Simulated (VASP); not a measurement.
Input of a VASP 6.6.1 run:

File INCAR:

```
PREC = Accurate
ENCUT = 520
EDIFF = 1E-6
ISMEAR = 0
SIGMA = 0.05
LREAL = F
LASPH = T
NELM = 60
ALGO = Normal
ISIF = 2
LWAVE = F
LCHARG = F
GGA = PE
NBANDS = 26
```

The input KPOINTS:

```
regular mesh
0
Gamma
  8 8 3
```

Contents of POSCAR:

```
AlN
1.0
   -3.1110021516      0.0000000000      0.0000000000
   -1.5555010758     -2.6942068945      0.0000000000
   -0.6222004303      0.0000000000      9.9560000000
Al N
4 4
Direct
    0.1525833333      0.3333333333      0.9037500000
    0.2525833333      0.3333333333      0.4037500000
    0.6359166667      0.6666666667      0.1537500000
    0.5359166667      0.6666666667      0.6537500000
    0.3140833333      0.3333333333      0.0962500000
    0.2140833333      0.3333333333      0.5962500000
    0.5974166667      0.6666666667      0.3462500000
    0.4974166667      0.6666666667      0.8462500000
```

Potentials or basis: VASP PAW PBE potentials, release 64 (Al, N).

Run with:

```bash
$ cat potpaw_PBE.64/Al/POTCAR potpaw_PBE.64/N/POTCAR > POTCAR
$ mpirun -np 1 vasp_std > vasp.out
```

Question: Estimate the pressure.

Answer: 3.3 GPa.

Question: Predict the band gap on the k mesh.

Answer: 3.75 eV, direct.

Question: What does it give for the largest force?

Answer: 1.208 eV/Å.

Stress tensor (GPa, compression positive):
```
1.55 0.87 5.84
0.87 4.48 0.56
5.84 0.56 3.74
```

Caveat: forces of over 1 eV/Å act on the atoms, so gaps and moduli don't describe the material at rest. A k mesh can miss the band edges.
